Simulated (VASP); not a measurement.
Input of a VASP 6.6.1 run:

File INCAR:

```
SYSTEM = Ni
PREC = Accurate ; ENCUT = 600
EDIFF = 1E-6 ; ISMEAR = -1
SIGMA = 0.1 ; LREAL = .FALSE.
LASPH = .TRUE. ; NELM = 150
ALGO = Normal ; ISIF = 3
LWAVE = .FALSE. ; LCHARG = .FALSE.
ISPIN = 2 ; MAGMOM = 1.5 1.5
LORBIT = 11 ; LMAXMIX = 4
GGA = PS ; IVDW = 12
IBRION = 2 ; NSW = 80
EDIFFG = -0.01
```

Contents of KPOINTS:

```
Automatic mesh
0
G
  14 14 7
  0 0 0
```

POSCAR

```
Ni
1.0
    2.4480230000      0.0000000000      0.0000000000
   -1.2240110000      2.1200500000      0.0000000000
    0.0000000000      0.0000000000      4.0728080000
Ni
2
Direct
    0.3333333333      0.6666666667      0.2500000000
    0.6666666667      0.3333333333      0.7500000000
```

Potentials or basis: VASP PAW PBE potentials, release 64 (Ni).

The run is started by

```sh
$ cat potpaw_PBE.64/Ni/POTCAR > POTCAR
$ mpirun -np 1 vasp_std > vasp.out
```

**Question.** Estimate the net moment.

**Answer.** 1.17 μB per cell.

**Question.** Estimate the space group after relaxing (to 0.05 Å).

**Answer.** P6_3/mmc (No. 194).

**Question.** Predict the relaxed volume.

**Answer.** 10.12 Å³/atom.

Step by step:
| step | energy change (eV) | largest force (eV/Å) | pressure (GPa) | volume (Å³) |
| --- | --- | --- | --- | --- |
| 1 | 0.0000 | 0.0000 | -9.51 | 21.14 |
| 2 | 0.0071 | 0.0000 | 13.27 | 19.27 |
| 3 | -0.0297 | 0.0000 | 0.19 | 20.22 |
| 4 | -0.0297 | 0.0000 | 0.37 | 20.20 |
| 5 | -0.0306 | 0.0000 | 0.18 | 20.22 |
| 6 | -0.0306 | 0.0000 | 0.18 | 20.22 |
| 7 | -0.0306 | 0.0000 | 0.19 | 20.22 |
| 8 | -0.0306 | 0.0000 | 0.18 | 20.22 |
| 9 | -0.0306 | 0.0000 | 0.18 | 20.22 |
| 10 | -0.0306 | 0.0000 | -0.22 | 20.25 |
| 11 | -0.0307 | 0.0000 | 0.03 | 20.23 |

Caveat: the PAW data sets were made with another functional, which shifts forces and pressure a little; pairwise dispersion overbinds metals, which lowers pressure and volume.
